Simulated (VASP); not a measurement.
A run of VASP 6.6.1 is set up as follows.

File INCAR:

```
SYSTEM = PtSe2
ALGO = Normal
EDIFF = 1E-6
ENCUT = 520
GGA = PE
ISIF = 2
ISMEAR = 0
LASPH = .TRUE.
LCHARG = .TRUE.
LELF = .TRUE.
LREAL = .FALSE.
LVHAR = .TRUE.
LWAVE = .FALSE.
NBANDS = 18
NELM = 80
PREC = Accurate
SIGMA = 0.15
```

File KPOINTS:

```
k-points
0
G
  12 12 10
  0 0 0
```

File POSCAR:

```
PtSe2
1.0
    3.7240006046      0.0000000000      0.0000000000
   -1.8620003023      3.3218315011      0.0000000000
    0.0000000000      0.0000000000      5.0620000000
Pt Se
1 2
Direct
    0.0000000000      0.0000000000      0.0000000000
    0.3333333333      0.6666666667      0.2500000000
    0.6666666667      0.3333333333      0.7500000000
```

Potentials or basis: VASP PAW PBE potentials, release 64 (Pt, Se).

Command:

```bash
$ cat potpaw_PBE.64/Pt/POTCAR potpaw_PBE.64/Se/POTCAR > POTCAR
$ mpirun -np 1 vasp_std > vasp.out
```

(1) Estimate the pressure.

(2) What does it give for the largest force?

(3) Predict the band gap on the k mesh.

Results:

(1) 2.9 GPa.

(2) 0.279 eV/Å.

(3) zero (bands 11 and 12 overlap by 0.49 eV).

Caveat: the cell differs from its parent crystal (strain +0.0300 x Voigt [0, 1, 0, 0, 0, 0]); spin-orbit coupling is left out, which moves the levels of the heavy elements.
